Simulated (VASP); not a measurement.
Runs of VASP 6.6.1 on Ir. The structure is that of space group P6_3/mmc (No. 194), or close to it. The cells are those of the table. This isn't the form of Ir at room conditions, which is fcc.

| potentials or basis | fixed moment (μB) | cell | cutoff (eV) | pressure (GPa) | moment (μB) |
| --- | --- | --- | --- | --- | --- |
| VASP PAW LDA potentials, release 64 (Ir) | 1.2 | a = 2.592, b = 2.592, c = 4.203 Å, angles 90.0, 90.0, 120.0°, 2 atoms | 520 | 79.7 | 1.20 |
| VASP PAW LDA potentials, release 64 (Ir_sv_GW) | 1.0 | a = 2.705, b = 2.705, c = 4.386 Å, angles 90.0, 90.0, 120.0°, 2 atoms | 560 | 1.9 | 1.00 |
| VASP PAW LDA potentials, release 64 (Ir) | 0.8 | a = 2.650, b = 2.650, c = 4.297 Å, angles 90.0, 90.0, 120.0°, 2 atoms | 520 | (b) | 0.80 |
| VASP PAW LDA potentials, release 64 (Ir_sv_GW) | 0.6 | a = 2.650, b = 2.650, c = 4.297 Å, angles 90.0, 90.0, 120.0°, 2 atoms | 560 | (a) | 0.60 |
| VASP PAW LDA potentials, release 64 (Ir_sv_GW) | 1.0 | a = 2.650, b = 2.650, c = 4.297 Å, angles 90.0, 90.0, 120.0°, 2 atoms | 560 | 31.4 | 1.00 |
| VASP PAW LDA potentials, release 64 (Ir) | 1.2 | a = 2.650, b = 2.650, c = 4.297 Å, angles 90.0, 90.0, 120.0°, 2 atoms | 520 | 36.3 | 1.20 |
| VASP PAW LDA potentials, release 64 (Ir) | 1.6 | a = 2.592, b = 2.592, c = 4.203 Å, angles 90.0, 90.0, 120.0°, 2 atoms | 520 | 83.1 | 1.60 |

Alike in all rows: task single point; level LDA; spin collinear; k mesh 21 × 21 × 12; smearing gaussian 0.15 eV.

Q: Estimate the missing entries.

A: (a) 29.8; (b) 34.2.

Caveats: the total moment is fixed, so each spin has its own Fermi level and the state may be an excited one; the cell stands under pressure (at least some runs).

The runs don't all hold the same shells in valence.
